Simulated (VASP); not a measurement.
# Sb (P6/mmm) in VASP: further runs

The runs below take Sb through single point, with PBE.

Everything below comes from runs of VASP 6.6.1. Logs are shortened: lines on timing, memory, paths and dates and some standing lists are left out, and cuts for length are marked.

## Step 1: The cell of the first run

It takes space group P6/mmm (No. 191, hexagonal). Conventional cell: a = 4.778 Å, b = 4.778 Å, c = 2.851 Å, α = 90.00°, β = 90.00°, γ = 120.00°. Sb (site symmetry 6/mmm) has 14 Sb at 2.85 to 3.10 Å within 3.8 Å. Sb (site symmetry -6m2) has 11 Sb at 2.76 to 3.10 Å within 3.6 Å.

## Step 2: Single point, PBE

File INCAR:

```
SYSTEM = Sb
PREC     = Accurate       ! precision mode
ENCUT    = 520            ! plane-wave cutoff, eV
EDIFF    = 1E-6           ! SCF threshold, eV
ISMEAR   = -1             ! smearing method
SIGMA    = 0.1            ! smearing width, eV
LREAL    = .False.        ! projectors in reciprocal space
LASPH    = .True.         ! aspherical terms in the spheres
NELM     = 60             ! most SCF steps
ALGO     = Normal         ! electronic algorithm
ISIF     = 2              ! what is computed and relaxed
LWAVE    = .False.        ! write WAVECAR
LCHARG   = .True.         ! write CHGCAR
GGA      = PE             ! functional
LELF     = .True.         ! ELF
LVHAR    = .True.       
NBANDS   = 14             ! bands
```

File KPOINTS:

```
Automatic mesh
0
Gamma
  7 7 9
  0 0 0
```

File POSCAR:

```
Sb
1.0
    4.7775651733      0.0000000000      0.0000000000
   -2.3887825867      4.1374928083      0.0000000000
    0.0000000000      0.0000000000      2.8508265713
Sb
3
Direct
    0.0000000000      0.0000000000      0.0000000000
    0.3333333333      0.6666666667      0.5000000000
    0.6666666667      0.3333333333      0.5000000000
```

Potentials or basis: VASP PAW PBE potentials, release 64 (Sb).

Run with:

```
$ cat potpaw_PBE.64/Sb/POTCAR > POTCAR
$ mpirun -np 1 vasp_std > vasp.out
```

OUTCAR:

```text
SYSTEM = Sb
   PREC = Accurate
   ENCUT = 520
   EDIFF = 1E-6
   ISMEAR = -1
   LREAL = .False.
   LASPH = .True.
   NELM = 60
   ISIF = 2
   GGA = PE

 ion  position               nearest neighbor table
   1  0.000  0.000  0.000-   2 3.10   3 3.10   2 3.10   3 3.10   3 3.10   3 3.10   2 3.10   2 3.10
                             3 3.10   3 3.10   2 3.10   2 3.10
   2  0.333  0.667  0.500-   3 2.76   3 2.76   3 2.76   1 3.10   1 3.10   1 3.10   1 3.10   1 3.10
                             1 3.10
   3  0.667  0.333  0.500-   2 2.76   2 2.76   2 2.76   1 3.10   1 3.10   1 3.10   1 3.10   1 3.10
                             1 3.10

  LATTYP: Found a hexagonal cell.
 ALAT       =     4.7775651733
 C/A-ratio  =     0.5967111840

  Lattice vectors:

 A1 = (   4.7775651733,   0.0000000000,   0.0000000000)
 A2 = (  -2.3887825867,   4.1374928083,   0.0000000000)
 A3 = (   0.0000000000,   0.0000000000,   2.8508265713)

Analysis of symmetry for initial positions (statically):
=====================================================================
 Subroutine PRICEL returns:
 Original cell was already a primitive cell.

 Routine SETGRP: Setting up the symmetry group for a
 hexagonal supercell.

 Subroutine GETGRP returns: Found 24 space group operations
 (whereof 24 operations were pure point group operations)
 out of a pool of 24 trial point group operations.

The static configuration has the point symmetry D_6h.

Analysis of symmetry for dynamics (positions and initial velocities):
=====================================================================
 Subroutine PRICEL returns:
 Original cell was already a primitive cell.

 Routine SETGRP: Setting up the symmetry group for a
 hexagonal supercell.

 Subroutine GETGRP returns: Found 24 space group operations
 (whereof 24 operations were pure point group operations)
 out of a pool of 24 trial point group operations.

The dynamic configuration has the point symmetry D_6h.

 Subroutine INISYM returns: Found 24 space group operations
 (whereof 24 operations are pure point group operations),
 and found     1 'primitive' translations

----------------------------------------------------------------------------------------

                                     Primitive cell

  volume of cell :      56.3527

  direct lattice vectors                    reciprocal lattice vectors
     4.777565173  0.000000000  0.000000000     0.209311640  0.120846132  0.000000000
    -2.388782587  4.137492808  0.000000000     0.000000000  0.241692263  0.000000000
     0.000000000  0.000000000  2.850826571     0.000000000  0.000000000  0.350775459

  length of vectors
     4.777565173  4.777565173  2.850826571     0.241692263  0.241692263  0.350775459

  position of ions in fractional coordinates (direct lattice)
     0.000000000  0.000000000  0.000000000
     0.333333333  0.666666667  0.500000000
     0.666666667  0.333333333  0.500000000

  ion indices of the primitive-cell ions
   primitive index   ion index
                 1           1
                 2           2
                 3           3

----------------------------------------------------------------------------------------

 KPOINTS: Automatic mesh

Automatic generation of k-mesh.
 Grid dimensions read from file:
 generate k-points for:    7    7    9

 Generating k-lattice:

  Cartesian coordinates                     Fractional coordinates (reciprocal lattice)
     0.029901663  0.017263733  0.000000000     0.142857143  0.000000000  0.000000000
     0.000000000  0.034527466  0.000000000     0.000000000  0.142857143  0.000000000
     0.000000000  0.000000000  0.038975051     0.000000000  0.000000000  0.111111111

  Length of vectors
     0.034527466  0.034527466  0.038975051

  Shift w.r.t. Gamma in fractional coordinates (k-lattice)
     0.000000000  0.000000000  0.000000000

 Subroutine IBZKPT returns following result:
 ===========================================

 Found     40 irreducible k-points:

 Following reciprocal coordinates:
            Coordinates               Weight
  0.000000  0.000000  0.000000      1.000000
  0.142857 -0.000000  0.000000      6.000000
  0.285714  0.000000  0.000000      6.000000
  0.428571 -0.000000  0.000000      6.000000
  0.142857  0.142857  0.000000      6.000000
  0.285714  0.142857  0.000000     12.000000
[... 16 lines left out ...]
  0.428571  0.142857  0.222222     12.000000
  0.285714  0.285714  0.222222     12.000000
 [... further k-points ...]
   k-points           NKPTS =     40   k-points in BZ     NKDIM =     40   number of bands    NBANDS=     14
   number of dos      NEDOS =    301   number of ions     NIONS =      3
   total plane-waves  NPLWV =  31104
   dimension x,y,z NGX =    36 NGY =   36 NGZ =   24
   dimension x,y,z NGXF=    72 NGYF=   72 NGZF=   48
   ions per type =               3
   NGX,Y,Z   is equivalent  to a cutoff of  12.53, 12.53, 14.00 a.u.
   NGXF,Y,Z  is equivalent  to a cutoff of  25.05, 25.05, 27.99 a.u.
 SYSTEM =  Sb
   PREC   = accura    normal or accurate (medium, high low for compatibility)
   ISTART =      0    job   : 0-new  1-cont  2-samecut
   ICHARG =      2    charge: 1-file 2-atom 10-const
   ISPIN  =      1    spin polarized calculation?
   LNONCOLLINEAR =      F non collinear calculations
   LSORBIT =      F    spin-orbit coupling
   LASPH  =      T    aspherical Exc in radial PAW
   ENCUT  =  520.0 eV  38.22 Ry    6.18 a.u.   8.88  8.88  5.30*2*pi/ulx,y,z
   NELM   =     60;   NELMIN=  2; NELMDL= -5     # of ELM steps
   EDIFF  = 0.1E-05   stopping-criterion for ELM
   LREAL  =      F    real-space projection
[... 7 lines left out ...]
   TEBEG  =    0.0;   TEEND  =   0.0 temperature during run
   PSTRESS=    0.0 pullay stress
   NELECT =      15.0000    total number of electrons
   NUPDOWN=      -1.0000    fix difference up-down
   EMIN   =  10.00;   EMAX   =-10.00  energy-range for DOS
   EFERMI =   0.00;   METHOD = LEGACY
   ISMEAR =    -1;   SIGMA  =   0.10  broadening in eV -4-tet -1-fermi 0-gaus
   EFERMI_NEDOS =   21; number of points for ismear=-14 and -15
   IALGO  =     38    algorithm
   IMIX   =      4    mixing-type and parameters
     AMIX     =   0.40;   BMIX     =  1.00
     AMIX_MAG =   1.60;   BMIX_MAG =  1.00
  volume/ion in A,a.u.               =      18.78       126.76
  Fermi-wavevector in a.u.,A,eV,Ry     =   1.053094  1.990059 15.088948  1.109006
  Thomas-Fermi vector in A             =   2.188202
   LORBIT       =      0    0 simple, 1 ext, 2 COOP (PROOUT), +10 PAW based schemes
   GGA     = PE    functional components
[... 5 lines left out ...]
 non-spin polarized calculation
  energy-cutoff  :      520.00
  volume of cell :       56.35
 maximum number of plane-waves:      1531
 NGX is ok and might be reduce to    36
   NGX = 17   NGY = 17   NGZ = 11

 number of electron      14.9999999 magnetization

 Free energy of the ion-electron system (eV)
  ---------------------------------------------------
  ext. energy  EPLUGINS =         0.00000000
  ---------------------------------------------------
  free energy    TOTEN  =        -8.54384107 eV

  energy without entropy =       -8.49150176  energy(sigma->0) =       -8.51767141

 E-fermi :  14.1765     XC(G=0): -11.8731

 val. band max:       14.1716704744   @ k =   0.4286  -0.0000   0.1111
 cond. band min:      14.1994411613   @ k =   0.2857   0.1429   0.0000
 fundamental gap:      0.0277706870
 Fermi energy:        14.1765492975

 k-point     1 :       0.0000    0.0000    0.0000
  band No.  band energies     occupation
      1      -2.3205      2.00000
      2       5.6308      2.00000
      3       5.7748      2.00000
      4       8.0909      2.00000
      5       8.0909      2.00000
      6       8.3554      2.00000
      7       8.3554      2.00000
      8      16.1173      0.00000
      9      20.2199      0.00000
     10      22.7843      0.00000
     11      22.7843      0.00000
     12      23.4469      0.00000
     13      23.5108      0.00000
     14      25.5353      0.00000

 k-point     2 :       0.1429   -0.0000    0.0000
  band No.  band energies     occupation
      1      -2.1281      2.00000
      2       4.4605      2.00000
      3       5.1329      2.00000
      4       6.9856      2.00000
      5       8.4192      2.00000
      6       9.8285      2.00000
      7      10.5642      2.00000
      8      16.3385      0.00000
      9      20.2707      0.00000
     10      21.0169      0.00000
     11      21.6000      0.00000
     12      22.6548      0.00000
     13      22.9641      0.00000
     14      24.5548      0.00000

 k-point     3 :       0.2857    0.0000    0.0000
  band No.  band energies     occupation
      1      -1.5500      2.00000
      2       2.4863      2.00000
      3       4.5118      2.00000
      4       6.1519      2.00000
      5      10.1278      2.00000
      6      11.7585      2.00000
      7      13.5580      1.99589
      8      16.9904      0.00000
      9      17.9432      0.00000
     10      19.0797      0.00000
     11      20.7045      0.00000
     12      21.0345      0.00000
     13      22.2500      0.00000
     14      23.2997      0.00000
[... 324 lines left out ...]
 k-point    23 :       0.4286    0.1429    0.2222
  band No.  band energies     occupation
      1       1.0951      2.00000
      2       1.2246      2.00000
      3       3.7994      2.00000
      4       8.1751      2.00000
      5      12.1797      2.00000
      6      12.4843      2.00000
      7      13.5894      1.99438
      8      13.7209      1.97922
      9      15.0584      0.00030
     10      17.3344      0.00000
     11      17.4693      0.00000
     12      18.5241      0.00000
     13      19.9985      0.00000
     14      22.0414      0.00000

 k-point    24 :       0.2857    0.2857    0.2222
  band No.  band energies     occupation
      1       0.9633      2.00000
      2       2.2509      2.00000
      3       2.3752      2.00000
      4      10.2342      2.00000
      5      10.7900      2.00000
      6      12.5250      2.00000
      7      12.9899      1.99999
      8      13.6005      1.99372
      9      14.2564      0.62059
     10      18.0748      0.00000
     11      18.2833      0.00000
     12      19.3097      0.00000
     13      21.7237      0.00000
     14      22.0200      0.00000

 [... further k-points ...]
[... 5 lines left out ...]
  --------------------------------------------------------------------------------------
  -------------------------------------------------------------------------------------
  Total       19.3614504     19.3614504     19.4658684     -0.0000000      0.0000000     -0.0000000
  in kB      550.4701828    550.4701828    553.4389179     -0.0000000      0.0000000     -0.0000000
  external PRESSURE =     551.4597612 kB  Pullay stress =       0.0000000 kB

 VOLUME and BASIS-vectors are now :
 -----------------------------------------------------------------------------
  energy-cutoff  :      520.00
  volume of cell :       56.35
      direct lattice vectors                 reciprocal lattice vectors
     4.777565173  0.000000000  0.000000000     0.209311640  0.120846132  0.000000000
    -2.388782587  4.137492808  0.000000000     0.000000000  0.241692263  0.000000000
     0.000000000  0.000000000  2.850826571     0.000000000  0.000000000  0.350775459

 POSITION                                       TOTAL-FORCE (eV/Angst)
 -----------------------------------------------------------------------------------
      0.00000      0.00000      0.00000         0.000000      0.000000      0.000000
     -0.00000      2.75833      1.42541         0.000000      0.000000      0.000000
      2.38878      1.37916      1.42541        -0.000000     -0.000000      0.000000
 -----------------------------------------------------------------------------------
    total drift:                               -0.000000     -0.000000     -0.000000

  FREE ENERGIE OF THE ION-ELECTRON SYSTEM (eV)
  ---------------------------------------------------
  free  energy   TOTEN  =        -8.5438410687 eV

  energy  without entropy=       -8.4915017582  energy(sigma->0) =       -8.51767141
```

Run time: 13 s. Hardware: 1 thread of Intel Xeon 6975P-C (Granite Rapids), shared host; peak memory 0.18 GiB.

Results:

* Free energy: -8.5438 eV
* Pressure: 55.1 GPa

Caveat: spin-orbit coupling is left out, which moves the levels of the heavy elements.

[end of part 1 of 2]
